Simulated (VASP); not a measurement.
# La2O3 (P-62m) in VASP: a series of runs

Runs on La2O3. Level: PBEsol. Tasks: single point.

Program: VASP 6.6.1. These are calculated values, not measurements. Logs are shortened: lines on timing, memory, paths and dates and some standing lists are left out, and cuts for length are marked.

## Step 1: The cell of the first run

Symmetry: P-62m, No. 189, hexagonal system. The conventional cell has a = 6.267 Å, b = 6.267 Å, c = 3.300 Å, α = 90.00°, β = 90.00°, γ = 120.00°. La (site symmetry -6) has 6 O at 2.45 Å and 2 La at 3.30 Å within 3.3 Å. Within 3.3 Å of O (site symmetry m2m) lie 4 La at 2.45 Å and 6 O at 3.13 to 3.30 Å.

## Step 2: Single point, PBEsol

Input file INCAR:

```
SYSTEM = La2O3
ALGO     = Normal         ! electronic algorithm
EDIFF    = 1E-6           ! SCF threshold, eV
ENCUT    = 520            ! plane-wave cutoff, eV
GGA      = PS             ! functional
ISIF     = 2              ! what is computed and relaxed
ISMEAR   = 0              ! smearing method
LASPH    = .True.         ! aspherical terms in the spheres
LCHARG   = .False.        ! write CHGCAR
LREAL    = .False.        ! projectors in reciprocal space
LWAVE    = .False.        ! write WAVECAR
NBANDS   = 28             ! bands
NELM     = 60             ! most SCF steps
PREC     = Accurate       ! precision mode
SIGMA    = 0.1            ! smearing width, eV
```

Input file KPOINTS:

```
k-points
0
Gamma
  6 6 6
  0 0 0
```

Input file POSCAR:

```
La2O3
1.0
    6.2667800000      0.0000000000      0.0000000000
   -3.1333900000      5.4271910000      0.0000000000
    0.0000000000      0.0000000000      3.2997660000
La O
2 3
Direct
    0.3333333333      0.6666666667      0.5000000000
    0.6666666667      0.3333333333      0.5000000000
    0.4919860000      0.4919860000      0.0000000000
    0.0000000000      0.5080140000      0.0000000000
    0.5080140000      0.0000000000      0.0000000000
```

Potentials or basis: VASP PAW PBE potentials, release 64 (La, O).

Run with:

```console
> cat potpaw_PBE.64/La/POTCAR potpaw_PBE.64/O/POTCAR > POTCAR
> mpirun -np 1 vasp_std > vasp.out
```

OUTCAR:

```text
SYSTEM = La2O3
   EDIFF = 1E-6
   ENCUT = 520
   GGA = PS
   ISIF = 2
   ISMEAR = 0
   LASPH = .True.
   LREAL = .False.
   NELM = 60
   PREC = Accurate

 ion  position               nearest neighbor table
   1  0.333  0.667  0.500-   4 2.45   4 2.45   3 2.45   3 2.45   5 2.45   5 2.45   2 3.62   2 3.62
                             2 3.62
   2  0.667  0.333  0.500-   3 2.45   3 2.45   4 2.45   4 2.45   5 2.45   5 2.45   1 3.62   1 3.62
                             1 3.62
   3  0.492  0.492  0.000-   2 2.45   2 2.45   1 2.45   1 2.45
   4  0.000  0.508  0.000-   1 2.45   1 2.45   2 2.45   2 2.45
   5  0.508  0.000  0.000-   2 2.45   2 2.45   1 2.45   1 2.45

  LATTYP: Found a hexagonal cell.
 ALAT       =     6.2667800000
 C/A-ratio  =     0.5265488816

  Lattice vectors:

 A1 = (   6.2667800000,   0.0000000000,   0.0000000000)
 A2 = (  -3.1333900000,   5.4271910000,   0.0000000000)
 A3 = (   0.0000000000,   0.0000000000,   3.2997660000)

Analysis of symmetry for initial positions (statically):
=====================================================================
 Subroutine PRICEL returns:
 Original cell was already a primitive cell.

 Routine SETGRP: Setting up the symmetry group for a
 hexagonal supercell.

 Subroutine GETGRP returns: Found 12 space group operations
 (whereof 12 operations were pure point group operations)
 out of a pool of 24 trial point group operations.

The static configuration has the point symmetry D_3h.

Analysis of symmetry for dynamics (positions and initial velocities):
=====================================================================
 Subroutine PRICEL returns:
 Original cell was already a primitive cell.

 Routine SETGRP: Setting up the symmetry group for a
 hexagonal supercell.

 Subroutine GETGRP returns: Found 12 space group operations
 (whereof 12 operations were pure point group operations)
 out of a pool of 24 trial point group operations.

The dynamic configuration has the point symmetry D_3h.

 Subroutine INISYM returns: Found 12 space group operations
 (whereof 12 operations are pure point group operations),
 and found     1 'primitive' translations

----------------------------------------------------------------------------------------

                                     Primitive cell

  volume of cell :     112.2284

  direct lattice vectors                    reciprocal lattice vectors
     6.266780000  0.000000000  0.000000000     0.159571582  0.092128691  0.000000000
    -3.133390000  5.427191000  0.000000000     0.000000000  0.184257381  0.000000000
     0.000000000  0.000000000  3.299766000     0.000000000  0.000000000  0.303051792

  length of vectors
     6.266780000  6.266780277  3.299766000     0.184257389  0.184257381  0.303051792

  position of ions in fractional coordinates (direct lattice)
     0.333333333  0.666666667  0.500000000
     0.666666667  0.333333333  0.500000000
     0.491986000  0.491986000  0.000000000
     0.000000000  0.508014000  0.000000000
     0.508014000  0.000000000  0.000000000

  ion indices of the primitive-cell ions
   primitive index   ion index
                 1           1
                 2           2
                 3           3
                 4           4
                 5           5

----------------------------------------------------------------------------------------

 KPOINTS: k-points

Automatic generation of k-mesh.
 Grid dimensions read from file:
 generate k-points for:    6    6    6

 Generating k-lattice:

  Cartesian coordinates                     Fractional coordinates (reciprocal lattice)
     0.026595264  0.015354782  0.000000000     0.166666667  0.000000000  0.000000000
     0.000000000  0.030709564  0.000000000     0.000000000  0.166666667  0.000000000
     0.000000000  0.000000000  0.050508632     0.000000000  0.000000000  0.166666667

  Length of vectors
     0.030709565  0.030709564  0.050508632

  Shift w.r.t. Gamma in fractional coordinates (k-lattice)
     0.000000000  0.000000000  0.000000000

 Subroutine IBZKPT returns following result:
 ===========================================

 Found     28 irreducible k-points:

 Following reciprocal coordinates:
            Coordinates               Weight
  0.000000  0.000000  0.000000      1.000000
  0.166667  0.000000  0.000000      6.000000
  0.333333  0.000000  0.000000      6.000000
  0.500000  0.000000  0.000000      3.000000
  0.166667  0.166667  0.000000      6.000000
  0.333333  0.166667  0.000000     12.000000
[... 16 lines left out ...]
  0.166667  0.000000  0.500000      6.000000
  0.333333  0.000000  0.500000      6.000000
 [... further k-points ...]
   k-points           NKPTS =     28   k-points in BZ     NKDIM =     28   number of bands    NBANDS=     28
   number of dos      NEDOS =    301   number of ions     NIONS =      5
   total plane-waves  NPLWV =  64512
   dimension x,y,z NGX =    48 NGY =   48 NGZ =   28
   dimension x,y,z NGXF=    96 NGYF=   96 NGZF=   56
   ions per type =               2   3
   NGX,Y,Z   is equivalent  to a cutoff of  12.73, 12.73, 14.11 a.u.
   NGXF,Y,Z  is equivalent  to a cutoff of  25.47, 25.47, 28.21 a.u.
 SYSTEM =  La2O3
   PREC   = accura    normal or accurate (medium, high low for compatibility)
   ISTART =      0    job   : 0-new  1-cont  2-samecut
   ICHARG =      2    charge: 1-file 2-atom 10-const
   ISPIN  =      1    spin polarized calculation?
   LNONCOLLINEAR =      F non collinear calculations
   LSORBIT =      F    spin-orbit coupling
   LASPH  =      T    aspherical Exc in radial PAW
   ENCUT  =  520.0 eV  38.22 Ry    6.18 a.u.  11.65 11.65  6.14*2*pi/ulx,y,z
   NELM   =     60;   NELMIN=  2; NELMDL= -5     # of ELM steps
   EDIFF  = 0.1E-05   stopping-criterion for ELM
   LREAL  =      F    real-space projection
   EDIFFG = 0.1E-04   stopping-criterion for IOM
   NSW    =      0    number of steps for IOM
   IBRION =     -1    ionic relax: 0-MD 1-quasi-New 2-CG
   NFREE  =      0    steps in history (QN), initial steepest desc. (CG)
   ISIF   =      2    stress and relaxation
   ISYM   =      2    0-nonsym 1-usesym 2-fastsym
   POTIM  = 0.5000    time-step for ionic-motion
   TEBEG  =    0.0;   TEEND  =   0.0 temperature during run
   PSTRESS=    0.0 pullay stress
   NELECT =      40.0000    total number of electrons
   NUPDOWN=      -1.0000    fix difference up-down
   EMIN   =  10.00;   EMAX   =-10.00  energy-range for DOS
   EFERMI =   0.00;   METHOD = LEGACY
   ISMEAR =     0;   SIGMA  =   0.10  broadening in eV -4-tet -1-fermi 0-gaus
   EFERMI_NEDOS =   21; number of points for ismear=-14 and -15
   IALGO  =     38    algorithm
   IMIX   =      4    mixing-type and parameters
     AMIX     =   0.40;   BMIX     =  1.00
     AMIX_MAG =   1.60;   BMIX_MAG =  1.00
  volume/ion in A,a.u.               =      22.45       151.47
  Fermi-wavevector in a.u.,A,eV,Ry     =   1.160719  2.193442 18.330716  1.347270
  Thomas-Fermi vector in A             =   2.297299
   LORBIT       =      0    0 simple, 1 ext, 2 COOP (PROOUT), +10 PAW based schemes
   GGA     = PS    functional components
   LHFCALC =     F    Hartree Fock is set to
   AEXX    =    0.0000 exact exchange contribution
   IVDW    =     0    specifies the selected vdW correction
   LEPSILON=     F    determine dielectric tensor
   LRPA    =     F    only Hartree local field effects (RPA)
 non-spin polarized calculation
 Gauss-broadening in eV      SIGMA  =   0.10
  energy-cutoff  :      520.00
  volume of cell :      112.23
 maximum number of plane-waves:      3044
 NGX is ok and might be reduce to    48
   NGX = 23   NGY = 23   NGZ = 13

 number of electron      39.9999994 magnetization

 Free energy of the ion-electron system (eV)
  ---------------------------------------------------
  ext. energy  EPLUGINS =         0.00000000
  ---------------------------------------------------
  free energy    TOTEN  =       -42.44138794 eV

  energy without entropy =      -42.44138794  energy(sigma->0) =      -42.44138794

 E-fermi :   3.7864     XC(G=0):  -8.4812

 val. band max:        3.2854334377   @ k =   0.0000   0.0000   0.5000
 cond. band min:       4.7493345945   @ k =   0.0000   0.0000   0.0000
 fundamental gap:      1.4639011567
 Fermi energy:         3.7863816262

 k-point     1 :       0.0000    0.0000    0.0000
  band No.  band energies     occupation
      1     -27.2193      2.00000
      2     -26.9904      2.00000
      3     -14.1707      2.00000
      4     -14.1707      2.00000
      5     -12.4960      2.00000
      6     -10.7515      2.00000
[... 20 lines left out ...]
     27       8.1683      0.00000
     28       8.1860      0.00000

 k-point     2 :       0.1667    0.0000    0.0000
  band No.  band energies     occupation
      1     -27.2062      2.00000
      2     -27.0044      2.00000
      3     -14.1749      2.00000
      4     -14.1010      2.00000
      5     -12.6620      2.00000
      6     -10.7311      2.00000
[... 20 lines left out ...]
     27       8.1779      0.00000
     28       8.1785      0.00000

 k-point     3 :       0.3333    0.0000    0.0000
  band No.  band energies     occupation
      1     -27.1723      2.00000
      2     -27.0402      2.00000
      3     -14.1833      2.00000
      4     -13.9152      2.00000
      5     -13.0013      2.00000
      6     -10.6892      2.00000
[... 20 lines left out ...]
     27       8.2031      0.00000
     28       8.2084      0.00000

 k-point     4 :       0.5000    0.0000    0.0000
  band No.  band energies     occupation
      1     -27.1449      2.00000
      2     -27.0686      2.00000
      3     -14.1874      2.00000
      4     -13.7610      2.00000
      5     -13.2196      2.00000
      6     -10.6676      2.00000
[... 20 lines left out ...]
     27       8.2033      0.00000
     28       8.2540      0.00000

 k-point     5 :       0.1667    0.1667    0.0000
  band No.  band energies     occupation
      1     -27.1823      2.00000
      2     -27.0297      2.00000
      3     -14.1825      2.00000
      4     -13.9686      2.00000
      5     -12.9122      2.00000
      6     -10.6943      2.00000
[... 20 lines left out ...]
     27       8.1978      0.00000
     28       8.2002      0.00000

 k-point     6 :       0.3333    0.1667    0.0000
  band No.  band energies     occupation
      1     -27.1449      2.00000
      2     -27.0686      2.00000
      3     -14.1908      2.00000
      4     -13.7517      2.00000
      5     -13.2269      2.00000
      6     -10.6533      2.00000
[... 463 lines left out ...]
      5     -13.3025      2.00000
      6     -11.0609      2.00000
[... 20 lines left out ...]
     27       8.0217      0.00000
     28       8.0669      0.00000

 k-point    22 :       0.0000    0.0000    0.5000
  band No.  band energies     occupation
      1     -26.8775      2.00000
      2     -26.7068      2.00000
      3     -14.8753      2.00000
      4     -12.7012      2.00000
      5     -12.7012      2.00000
      6     -12.0559      2.00000
[... 20 lines left out ...]
     27       7.8215      0.00000
     28       7.8447      0.00000

 k-point    23 :       0.1667    0.0000    0.5000
  band No.  band energies     occupation
      1     -26.8676      2.00000
      2     -26.7171      2.00000
      3     -14.8107      2.00000
      4     -13.1220      2.00000
      5     -12.7016      2.00000
      6     -11.5693      2.00000
[... 20 lines left out ...]
     27       7.8543      0.00000
     28       7.8996      0.00000

 k-point    24 :       0.3333    0.0000    0.5000
  band No.  band energies     occupation
      1     -26.8421      2.00000
      2     -26.7436      2.00000
      3     -14.6321      2.00000
      4     -13.6463      2.00000
      5     -12.7025      2.00000
      6     -11.2460      2.00000
[... 20 lines left out ...]
     27       7.9756      0.00000
     28       8.0619      0.00000

 [... further k-points ...]

------------------------ aborting loop because EDIFF is reached ----------------------------------------

  FORCE on cell =-STRESS in cart. coord.  units (eV):
  Direction    XX          YY          ZZ          XY          YZ          ZX
  --------------------------------------------------------------------------------------
  -------------------------------------------------------------------------------------
  Total        0.0500767      0.0500767     -2.6370391     -0.0000000      0.0000000      0.0000000
  in kB        0.7148967      0.7148968    -37.6464868     -0.0000000      0.0000000      0.0000000
  external PRESSURE =     -12.0722311 kB  Pullay stress =       0.0000000 kB

 VOLUME and BASIS-vectors are now :
 -----------------------------------------------------------------------------
  energy-cutoff  :      520.00
  volume of cell :      112.23
      direct lattice vectors                 reciprocal lattice vectors
     6.266780000  0.000000000  0.000000000     0.159571582  0.092128691  0.000000000
    -3.133390000  5.427191000  0.000000000     0.000000000  0.184257381  0.000000000
     0.000000000  0.000000000  3.299766000     0.000000000  0.000000000  0.303051792

 POSITION                                       TOTAL-FORCE (eV/Angst)
 -----------------------------------------------------------------------------------
     -0.00000      3.61813      1.64988         0.000000      0.000000      0.000000
      3.13339      1.80906      1.64988         0.000000      0.000000      0.000000
      1.54158      2.67010      0.00000         0.031182      0.054008     -0.000000
     -1.59181      2.75709      0.00000         0.031182     -0.054008     -0.000000
      3.18361      0.00000      0.00000        -0.062364      0.000000      0.000000
 -----------------------------------------------------------------------------------
    total drift:                               -0.000001     -0.000000     -0.000000

  FREE ENERGIE OF THE ION-ELECTRON SYSTEM (eV)
  ---------------------------------------------------
  free  energy   TOTEN  =       -42.4413879416 eV

  energy  without entropy=      -42.4413879416  energy(sigma->0) =      -42.44138794
```

It took 1.7 min on 1 thread of Intel Xeon Platinum 8375C at 2.90GHz (Ice Lake), shared host; peak memory 0.29 GiB.

What came out:

* Free energy: -42.4414 eV
* Pressure: -1.2 GPa
* Largest force: 0.062 eV/Å
* Band gap on the k mesh: 1.46 eV (least direct gap 1.98 eV)

Forces in eV/Å, atoms in the order of the input:
```
La   0.000  0.000  0.000
La   0.000  0.000  0.000
O    0.031  0.054  0.000
O    0.031 -0.054  0.000
O   -0.062  0.000  0.000
```

Caveat: the PAW data sets were made with another functional, which shifts forces and pressure a little; spin-orbit coupling is left out, which moves the levels of the heavy elements. A k mesh can miss the band edges.

## Step 3: Single point, PBEsol

Input file INCAR:

```
ALGO = Normal
EDIFF = 1E-6
ENCUT = 520
GGA = PS
ISIF = 2
ISMEAR = 0
LASPH = True
LCHARG = False
LREAL = False
LWAVE = False
NBANDS = 28
NELM = 100
PREC = Accurate
SIGMA = 0.1
```

Input file KPOINTS:

```
k-points
0
Gamma
  6 6 6
```

POSCAR is that of step 2.

Potentials or basis: VASP PAW PBE potentials, release 64 (La, O).

Run with:

```console
> cat potpaw_PBE.64/La/POTCAR potpaw_PBE.64/O/POTCAR > POTCAR
> mpirun -np 1 vasp_std > vasp.out
```

It took 1.8 min on 1 thread of Intel Xeon Platinum 8375C at 2.90GHz (Ice Lake), shared host; peak memory 0.29 GiB.

The run converged. Its results:

- Free energy: -42.4414 eV
- Pressure: -1.2 GPa
- Largest force: 0.062 eV/Å
- Band gap on the k mesh: 1.46 eV (least direct gap 1.98 eV)

Forces in eV/Å, atoms in the order of the input:
```
La   0.000  0.000  0.000
La   0.000  0.000  0.000
O    0.031  0.054  0.000
O    0.031 -0.054  0.000
O   -0.062  0.000  0.000
```

Stress tensor (GPa, compression positive):
```
 0.07  0.00  0.00
 0.00  0.07  0.00
 0.00  0.00 -3.76
```

Levels at points of the mesh, in eV from the valence-band top:
| k point | band 17 | band 18 | band 19 | band 20 | band 21 | band 22 | band 23 | band 24 |
| --- | --- | --- | --- | --- | --- | --- | --- | --- |
| (0.00, 0.00, 0.00) | -1.03 | -1.03 | -0.73 | -0.51 | 1.46 | 3.50 | 4.01 | 4.01 |
| (0.50, 0.00, 0.00) | -1.68 | -1.19 | -1.16 | -0.97 | 2.62 | 3.50 | 4.31 | 4.40 |
| (0.00, 0.00, 0.50) | -1.20 | -1.20 | -0.34 | 0.00 | 4.34 | 4.37 | 4.39 | 4.39 |
| (0.50, 0.00, 0.50) | -1.63 | -1.42 | -0.69 | -0.65 | 4.31 | 4.44 | 4.45 | 4.50 |

Caveat: the PAW data sets were made with another functional, which shifts forces and pressure a little; spin-orbit coupling is left out, which moves the levels of the heavy elements.
